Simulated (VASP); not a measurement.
# CoPdO2: single point with PBEsol+D3(BJ)

Crystal: CoPdO2.

```
Pd Co O
1.0
     1.39689    0.80650    5.85432
    -1.39689    0.80650    5.85432
     0.00000   -1.61299    5.85432
Pd Co O
1 1 2
Direct
  0.00000 0.00000 0.00000
  0.50000 0.50000 0.50000
  0.11231 0.11231 0.11231
  0.88769 0.88769 0.88769
```

* Program: VASP 6.6.1
* Task: single point
* Functional: PBEsol
* Dispersion: D3(BJ)
* Potentials or basis: VASP PAW PBE potentials, release 64 (Pd, Co, O)
* Cutoff: 520 eV
* k mesh: 11 × 11 × 11
* Occupations: fermi-dirac, width 0.05 eV
* Spin: collinear spin, ferromagnetic start
* Starting moments: [0.0, 2.0, 0.0, 0.0] μB
* Dipole correction: no
* Further INCAR settings: ALGO = Normal; EDIFF = 1e-06; NBANDS = 28

```
Pressure                                              : -0.2 GPa
Largest force                                         : 0.047 eV/Å
Net moment                                            : 0.00 μB per cell
Valence electrons inside the program's atomic spheres : Pd 9.48; Co 8.58; O 5.00
Dispersion energy per atom                            : -0.253 eV
```

Forces in eV/Å, atoms in the order of the input:
```
Pd   0.000  0.000  0.000
Co   0.000  0.000  0.000
O    0.000  0.000 -0.047
O    0.000  0.000  0.047
```

Stress tensor (GPa, compression positive):
```
-0.18  0.00  0.00
 0.00 -0.18  0.00
 0.00  0.00 -0.30
```

Levels at points of the mesh, in eV from the Fermi level:
Spin up:
| k point | band 14 | band 15 | band 16 | band 17 | band 18 | band 19 |
| --- | --- | --- | --- | --- | --- | --- |
| (0.00, 0.00, 0.00) | -1.40 | -1.40 | -0.92 | 2.30 | 2.30 | 3.26 |
Spin down:
```csv
k point,band 13,band 14,band 15,band 16,band 17,band 18,band 19,band 20
"(0.00, 0.00, 0.00)",-1.65,-1.40,-1.40,-0.92,2.30,2.30,3.26,6.51
```

Run time: 19 min on 1 thread of Intel(R) Xeon(R) Platinum 8488C (Sapphire Rapids), on a shared host, peak memory 0.59 GiB.

Caveat: the moments typed at the start vanished in this run; the PAW data sets were made with another functional, which shifts forces and pressure a little; semilocal functionals often make such compounds metallic where correlation or magnetic order opens a gap, which also shifts bond lengths. With open d or f shells a metallic result of PBEsol can be an artefact of self-interaction; +U or a hybrid may open a gap.
